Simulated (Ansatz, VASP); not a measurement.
## Two plane-wave programs on SnO2

INCAR

```
SYSTEM = SnO2
PREC = Accurate
ENCUT = 600
EDIFF = 1E-6
ISMEAR = 0
SIGMA = 0.01
LREAL = .False.
LASPH = .True.
NELM = 120
ALGO = Normal
ISIF = 2
LWAVE = .False.
LCHARG = .True.
GGA = PE
LELF = .True.
LVHAR = .True.
NBANDS = 20
GGA_COMPAT = .False.
```

The input KPOINTS:

```
Automatic mesh
0
Gamma
  4 4 4
  0 0 0
```

Contents of POSCAR:

```
SnO2
1.0
    0.0000000000      2.3868840000      2.3868840000
    2.3868840000      0.0000000000      2.3868840000
    2.3868840000      2.3868840000      0.0000000000
Sn O
1 2
Direct
    0.0000000000      0.0000000000      0.0000000000
    0.2500000000      0.2500000000      0.2500000000
    0.7500000000      0.7500000000      0.7500000000
```

Input for Ansatz:

```yaml
crystal:
  lattice:
    - [0.0, 2.386884, 2.386884]
    - [2.386884, 0.0, 2.386884]
    - [2.386884, 2.386884, 0.0]
  atoms:
    - { symbol: Sn, position: [0.0, 0.0, 0.0] }
    - { symbol: O, position: [0.25, 0.25, 0.25] }
    - { symbol: O, position: [0.75, 0.75, 0.75] }
basis:
  precision: f64
  xc_grid: 2
  ecutwfc: 700
  ecutrho_ratio: 4
kpoints:
  mp_grid: { grid: [4, 4, 4], shift: [0, 0, 0] }
hamiltonian:
  xc: pbe
  dispersion: none
  pseudopotentials:
    kind: paw
    azcp:
      O: "pseudopotentials/O.paw.azcp"
      Sn: "pseudopotentials/Sn.paw.azcp"
magnetization:
  spin_polarized: false
scf:
  lower_state_search: "off"
  max_iter: 200
  occupations: { method: fixed }
  convergence: { dr2_threshold: "1e-10 eV" }
output:
  forces: true
  stress: true
  eigenvalues: true
```

Alike in both runs: task single point; functional PBE; k mesh 4 × 4 × 4; no spin polarisation.

|  | VASP | Ansatz |
| --- | --- | --- |
| version | VASP 6.6.1 | Ansatz 0.2.0-dev |
| potentials or method | VASP PAW PBE potentials, release 64 (Sn_d, O), cutoff 600 eV | hard PAW set made for 700 eV |
| occupations | gaussian, width 0.01 eV | fixed |

```csv
,VASP,Ansatz,Ansatz less VASP
gap on the k mesh at the Fermi level (eV),2.24,2.25,+0.012
```

The k mesh is coarse, so the values compare programs but aren't converged.
